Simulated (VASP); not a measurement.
# Ge (P4_32_12) in VASP: single point with PBEsol+D3(BJ)

Aim: the single point of Ge with PBEsol+D3(BJ).

All numbers are computed with VASP 6.6.1; they aren't measurements. Logs are shortened: lines on timing, memory, paths and dates and some standing lists are left out, and cuts for length are marked.

## Step 1: The cell of the first run

Symmetry: P4_32_12, No. 96, tetragonal system. The conventional cell has a = 5.868 Å, b = 5.868 Å, c = 6.819 Å, α = 90.00°, β = 90.00°, γ = 90.00°. Within 3.2 Å of Ge (site symmetry 1) lie 4 Ge at 2.46 to 2.49 Å. Within 3.2 Å of Ge (site symmetry 2) lie 4 Ge at 2.46 to 2.48 Å.

## Step 2: Single point, PBEsol+D3(BJ)

The input, INCAR:

```
SYSTEM = Ge
ALGO = Normal ; EDIFF = 1E-6
ENCUT = 500 ; GGA = PS
GGA_COMPAT = .FALSE. ; ISIF = 2
ISMEAR = -1 ; IVDW = 12
LASPH = .TRUE. ; LCHARG = .TRUE.
LELF = .TRUE. ; LREAL = .FALSE.
LVHAR = .TRUE. ; LWAVE = .FALSE.
NBANDS = 96 ; NELM = 120
PREC = Accurate ; SIGMA = 0.05
```

The input, KPOINTS:

```
k-points
0
G
  5 5 4
  0 0 0
```

The input, POSCAR:

```
Ge
1.0
    5.8679786428      0.0000000000      0.0000000000
    0.0000000000      5.8679786428      0.0000000000
    0.0000000000      0.0000000000      6.8193703626
Ge
12
Direct
    0.3683252835      0.1739492822      0.7359665916
    0.3260507178      0.8683252835      0.4859665916
    0.6316747165      0.8260507178      0.2359665916
    0.6739492822      0.1316747165     -0.0140334084
    0.8683252835      0.3260507178      0.5140334084
    0.8260507178      0.6316747165      0.7640334084
    0.1316747165      0.6739492822      0.0140334084
    0.1739492822      0.3683252835      0.2640334084
    0.5910049927      0.4089950073      0.2500000000
    0.9089950073      0.9089950073      0.5000000000
    0.4089950073      0.5910049927      0.7500000000
    0.0910049927      0.0910049927      0.0000000000
```

Potentials or basis: VASP PAW PBE potentials, release 64 (Ge_d).

Command:

```console
$ cat potpaw_PBE.64/Ge_d/POTCAR > POTCAR
$ mpirun -np 1 vasp_std > vasp.out
```

OUTCAR:

```text
SYSTEM = Ge
   EDIFF = 1E-6
   ENCUT = 500
   GGA = PS
   ISIF = 2
   ISMEAR = -1
   IVDW = 12
   LASPH = .TRUE.
   LREAL = .FALSE.
   NELM = 120
   PREC = Accurate
 IVDW          = 12

 ion  position               nearest neighbor table
   1  0.368  0.174  0.736-  11 2.46  12 2.48   2 2.49   4 2.49
   2  0.326  0.868  0.486-  10 2.46  11 2.48   1 2.49   3 2.49
   3  0.632  0.826  0.236-   9 2.46  10 2.48   2 2.49   4 2.49
   4  0.674  0.132  0.986-  12 2.46   9 2.48   1 2.49   3 2.49
   5  0.868  0.326  0.514-  10 2.46   9 2.48   6 2.49   8 2.49
   6  0.826  0.632  0.764-  11 2.46  10 2.48   5 2.49   7 2.49
   7  0.132  0.674  0.014-  12 2.46  11 2.48   6 2.49   8 2.49
   8  0.174  0.368  0.264-   9 2.46  12 2.48   5 2.49   7 2.49
   9  0.591  0.409  0.250-   3 2.46   8 2.46   5 2.48   4 2.48
  10  0.909  0.909  0.500-   2 2.46   5 2.46   3 2.48   6 2.48
  11  0.409  0.591  0.750-   1 2.46   6 2.46   2 2.48   7 2.48
  12  0.091  0.091  0.000-   4 2.46   7 2.46   1 2.48   8 2.48

  LATTYP: Found a simple tetragonal cell.
 ALAT       =     5.8679786428
 C/A-ratio  =     1.1621327850

  Lattice vectors:

 A1 = (   5.8679786428,   0.0000000000,   0.0000000000)
 A2 = (   0.0000000000,   5.8679786428,   0.0000000000)
 A3 = (   0.0000000000,   0.0000000000,   6.8193703626)

Analysis of symmetry for initial positions (statically):
=====================================================================
 Subroutine PRICEL returns:
 Original cell was already a primitive cell.

 Routine SETGRP: Setting up the symmetry group for a
 simple tetragonal supercell.

 Subroutine GETGRP returns: Found  8 space group operations
 (whereof  2 operations were pure point group operations)
 out of a pool of 16 trial point group operations.

The static configuration has the point symmetry C_2 .
 The point group associated with its full space group is D_4 .

Analysis of symmetry for dynamics (positions and initial velocities):
=====================================================================
 Subroutine PRICEL returns:
 Original cell was already a primitive cell.

 Routine SETGRP: Setting up the symmetry group for a
 simple tetragonal supercell.

 Subroutine GETGRP returns: Found  8 space group operations
 (whereof  2 operations were pure point group operations)
 out of a pool of 16 trial point group operations.

The dynamic configuration has the point symmetry C_2 .
 The point group associated with its full space group is D_4 .
[... 121 lines left out ...]
   TEBEG  =    0.0;   TEEND  =   0.0 temperature during run
   PSTRESS=    0.0 pullay stress
   NELECT =     168.0000    total number of electrons
   NUPDOWN=      -1.0000    fix difference up-down
   EMIN   =  10.00;   EMAX   =-10.00  energy-range for DOS
   EFERMI =   0.00;   METHOD = LEGACY
   ISMEAR =    -1;   SIGMA  =   0.05  broadening in eV -4-tet -1-fermi 0-gaus
   EFERMI_NEDOS =   21; number of points for ismear=-14 and -15
   IALGO  =     38    algorithm
   IMIX   =      4    mixing-type and parameters
     AMIX     =   0.40;   BMIX     =  1.00
     AMIX_MAG =   1.60;   BMIX_MAG =  1.00
  volume/ion in A,a.u.               =      19.57       132.05
  Fermi-wavevector in a.u.,A,eV,Ry     =   1.464213  2.766961 29.169784  2.143919
  Thomas-Fermi vector in A             =   2.580215
   LORBIT       =      0    0 simple, 1 ext, 2 COOP (PROOUT), +10 PAW based schemes
   GGA     = PS    functional components
   LHFCALC =     F    Hartree Fock is set to
   AEXX    =    0.0000 exact exchange contribution
   IVDW    =    12    specifies the selected vdW correction
   LEPSILON=     F    determine dielectric tensor
   LRPA    =     F    only Hartree local field effects (RPA)
 non-spin polarized calculation
  energy-cutoff  :      500.00
  volume of cell :      234.81
 maximum number of plane-waves:      5984
 NGX is ok and might be reduce to    48
   NGX = 21   NGY = 21   NGZ = 25

 number of electron     167.9999944 magnetization

 Free energy of the ion-electron system (eV)
  ---------------------------------------------------
  ext. energy  EPLUGINS =         0.00000000
  ---------------------------------------------------
  free energy    TOTEN  =       -57.78759698 eV

  energy without entropy =      -57.78718432  energy(sigma->0) =      -57.78739065

 E-fermi :   5.9585     XC(G=0): -11.0545

 val. band max:        5.6981757327   @ k =   0.4000   0.4000   0.0000
 cond. band min:       6.2469341393   @ k =   0.4000   0.0000   0.5000
 fundamental gap:      0.5487584066
 Fermi energy:         5.9584552374

 k-point     1 :       0.0000    0.0000    0.0000
  band No.  band energies     occupation
      1     -18.6664      2.00000
      2     -18.6367      2.00000
      3     -18.6367      2.00000
      4     -18.6181      2.00000
      5     -18.6181      2.00000
      6     -18.6174      2.00000
[... 1771 lines left out ...]
     95       9.7406      0.00000
     96       9.7406      0.00000

------------------------ aborting loop because EDIFF is reached ----------------------------------------

 Edisp (eV)   -3.77116

 E8    (eV) :    -2.5141

  FORCE on cell =-STRESS in cart. coord.  units (eV):
  Direction    XX          YY          ZZ          XY          YZ          ZX
  --------------------------------------------------------------------------------------
  -------------------------------------------------------------------------------------
  Total      -0.10459    -0.10459    -0.12326     0.00000     0.00000    -0.00000
  in kB      -0.71362    -0.71362    -0.84100     0.00000     0.00000    -0.00000
  external pressure =       -0.76 kB  Pullay stress =        0.00 kB

 VOLUME and BASIS-vectors are now :
 -----------------------------------------------------------------------------
  energy-cutoff  :      500.00
  volume of cell :      234.81
      direct lattice vectors                 reciprocal lattice vectors
     5.867978643  0.000000000  0.000000000     0.170416435  0.000000000  0.000000000
     0.000000000  5.867978643  0.000000000     0.000000000  0.170416435  0.000000000
     0.000000000  0.000000000  6.819370363     0.000000000  0.000000000  0.146641104

 POSITION                                       TOTAL-FORCE (eV/Angst)
 -----------------------------------------------------------------------------------
      2.16132      1.02073      5.01883        -0.001141      0.006240      0.000255
      1.91326      5.09531      3.31399        -0.006240     -0.001141      0.000255
      3.70665      4.84725      1.60914         0.001141     -0.006240      0.000255
      3.95472      0.77266      6.72367         0.006240      0.001141      0.000255
      5.09531      1.91326      3.50538        -0.001141     -0.006240     -0.000255
      4.84725      3.70665      5.21023        -0.006240      0.001141     -0.000255
      0.77266      3.95472      0.09570         0.001141      0.006240     -0.000255
      1.02073      2.16132      1.80054         0.006240     -0.001141     -0.000255
      3.46800      2.39997      1.70484        -0.002387      0.002387     -0.000000
      5.33396      5.33396      3.40969         0.002387      0.002387     -0.000000
      2.39997      3.46800      5.11453         0.002387     -0.002387     -0.000000
      0.53402      0.53402      0.00000        -0.002387     -0.002387     -0.000000
 -----------------------------------------------------------------------------------
    total drift:                               -0.000001      0.000001      0.000000

  FREE ENERGIE OF THE ION-ELECTRON SYSTEM (eV)
  ---------------------------------------------------
  free  energy   TOTEN  =       -61.5587593385 eV

  energy  without entropy=      -61.5583466853  energy(sigma->0) =      -61.55855301
```

OSZICAR:

```text
N       E                     dE             d eps       ncg     rms          rms(c)
DAV:   1     0.242969298803E+04    0.24297E+04   -0.68968E+04  3904   0.495E+03
DAV:   2     0.470048703362E+03   -0.19596E+04   -0.19146E+04  3456   0.125E+03
DAV:   3     0.966156564396E+01   -0.46039E+03   -0.44757E+03  3480   0.304E+02
DAV:   4    -0.548479343383E+02   -0.64509E+02   -0.61525E+02  3896   0.109E+02
DAV:   5    -0.583933419757E+02   -0.35454E+01   -0.35067E+01  3904   0.276E+01    0.773E+00
DAV:   6    -0.579762594138E+02    0.41708E+00   -0.10359E+00  4472   0.673E+00    0.414E+00
DAV:   7    -0.577823171615E+02    0.19394E+00   -0.51053E-01  3864   0.877E+00    0.544E-01
DAV:   8    -0.577856207640E+02   -0.33036E-02   -0.13351E-01  3840   0.883E+00    0.286E-01
DAV:   9    -0.577869395014E+02   -0.13187E-02   -0.30886E-02  4880   0.237E+00    0.165E-01
DAV:  10    -0.577876472048E+02   -0.70770E-03   -0.97563E-03  4008   0.967E-01    0.669E-02
DAV:  11    -0.577875749984E+02    0.72206E-04   -0.76036E-04  3744   0.114E+00    0.265E-02
DAV:  12    -0.577875885130E+02   -0.13515E-04   -0.19068E-04  5888   0.292E-01    0.101E-02
DAV:  13    -0.577875960044E+02   -0.74913E-05   -0.87789E-05  5104   0.215E-01    0.407E-03
DAV:  14    -0.577875964001E+02   -0.39577E-06   -0.17316E-05  3448   0.835E-02    0.115E-03
DAV:  15    -0.577875969758E+02   -0.57571E-06   -0.67369E-06  3288   0.271E-02
   1 F= -.61558759E+02 E0= -.61558553E+02  d E =-.412653E-03
```

It took 12 min on 1 thread of Oxide Virtual Turin-like, shared host; peak memory 0.44 GiB.

Results:

- Free energy: -61.5588 eV
- Pressure: -0.1 GPa
- Largest force: 0.006 eV/Å
- Band gap on the k mesh: 0.55 eV (least direct gap 0.77 eV)
- Dispersion energy per atom: -0.314 eV

Forces on the atoms (eV/Å):
```
Ge  -0.001  0.006  0.000
Ge  -0.006 -0.001  0.000
Ge   0.001 -0.006  0.000
Ge   0.006  0.001  0.000
Ge  -0.001 -0.006  0.000
Ge  -0.006  0.001  0.000
Ge   0.001  0.006  0.000
Ge   0.006 -0.001  0.000
Ge  -0.002  0.002  0.000
Ge   0.002  0.002  0.000
Ge   0.002 -0.002  0.000
Ge  -0.002 -0.002  0.000
```

Caveat: the PAW data sets were made with another functional, which shifts forces and pressure a little.
